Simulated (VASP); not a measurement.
MgO, 16 atoms in the cell. It takes space group P6_3/mmc (No. 194, hexagonal). Conventional cell: a = 3.486 Å, b = 3.486 Å, c = 4.178 Å, α = 90.00°, β = 90.00°, γ = 120.00°. Within 2.7 Å of Mg (site symmetry -6m2) lie 5 O at 2.01 to 2.09 Å. Within 2.7 Å of O (site symmetry -6m2) lie 5 Mg at 2.01 to 2.09 Å. 

```yaml
Program: VASP 6.6.1
Task: single point
Functional: PBE
Potentials_or_basis: VASP PAW PBE potentials, release 64 (Mg, O)
Cutoff: 520 eV
k_mesh: 2 × 2 × 2, shifted
Occupations: gaussian, width 0.1 eV
Spin: no spin polarisation
Dipole_correction: no
Further_INCAR_settings: LREAL = Auto; ALGO = Normal; EDIFF = 1e-06; NBANDS = 46; ISYM = 0
```

Potentials or basis: VASP PAW PBE potentials, release 64 (Mg, O).

Command:

```sh
$ cat potpaw_PBE.64/Mg/POTCAR potpaw_PBE.64/O/POTCAR > POTCAR
$ mpirun -np 1 vasp_std > vasp.out
```

Hardware: 1 thread of Intel Xeon 8259CL (shared host).

Question: Estimate the wall time of this run.

Answer: It took 77 s on 1 thread of Intel Xeon 8259CL, on a shared host, peak memory 0.25 GiB. Counts: scf iterations 15, k points 4.
